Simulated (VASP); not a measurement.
A run of VASP 6.6.1 is set up as follows.

INCAR

```
SYSTEM = Al
PREC = Accurate ; ENCUT = 520
EDIFF = 1E-6 ; ISMEAR = 1
SIGMA = 0.1 ; LREAL = .FALSE.
LASPH = .TRUE. ; NELM = 60
ALGO = Normal ; ISIF = 2
LWAVE = .FALSE. ; LCHARG = .FALSE.
GGA = CA ; NBANDS = 10
```

KPOINTS

```
regular mesh
0
G
  9 9 17
  0 0 0
```

The input POSCAR:

```
Al
1.0
    3.9621217778      0.0000000000      0.0231007144
    0.0000000000      3.9621891203      0.0000000000
   -1.9693726896      0.0000000000      1.9991732442
Al
2
Direct
    0.0000000000      0.0000000000      0.0000000000
    0.5000000000      0.5000000000      0.0000000000
```

Potentials or basis: VASP PAW LDA potentials, release 64 (Al).

Command:

```sh
$ cat potpaw_LDA.64/Al/POTCAR > POTCAR
$ mpirun -np 1 vasp_std > vasp.out
```

(1) Estimate the band gap on the k mesh.

(2) What does it give for the pressure?

Results:

(1) zero (band 3 reaches 15.25 eV, above the bottom of band 4 at 4.26 eV).

(2) 0.3 GPa.
